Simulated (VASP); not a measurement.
**PbF2: single point with PBE**

The system is PbF2.

```
Pb F
1.0
     2.18955    1.26414    3.57791
    -2.18955    1.26414    3.57791
     0.00000   -2.52828    3.57791
Pb F
1 2
Cartesian
  0.0000 0.0000 0.0000
  0.0000 0.0000 2.6829
  0.0000 0.0000 8.0508
```

```json
{
 "Program": "VASP 6.6.1",
 "Task": "single point",
 "Functional": "PBE",
 "Potentials or basis": "VASP PAW PBE potentials, release 64 (Pb_d, F)",
 "Cutoff": "520 eV",
 "k mesh": "10 × 10 × 10",
 "Occupations": "gaussian, width 0.05 eV",
 "Spin": "no spin polarisation"
}
```

The pressure is -5.2 GPa. The band gap on the k mesh is 4.33 eV (least direct gap 4.51 eV).

Levels at points of the mesh, in eV from the valence-band top:
| k point | band 12 | band 13 | band 14 | band 15 | band 16 | band 17 |
| --- | --- | --- | --- | --- | --- | --- |
| (0.00, 0.00, 0.00) | -1.29 | -1.29 | -1.29 | 6.51 | 6.51 | 6.51 |
| (0.50, 0.00, 0.00) | -1.46 | -1.46 | 0.00 | 4.93 | 7.16 | 7.16 |
| (0.50, 0.50, 0.00) | -0.96 | -0.94 | -0.18 | 4.33 | 7.33 | 7.33 |
| (0.50, 0.50, 0.50) | -1.46 | -1.46 | 0.00 | 4.93 | 7.16 | 7.16 |

It took 2.1 min on 1 thread of Oxide Virtual Turin-like Processor (shared host), peak memory 0.26 GiB.

Caveat: the cell stands under tension; spin-orbit coupling is left out, which moves the levels of the heavy elements. A k mesh can miss the band edges.
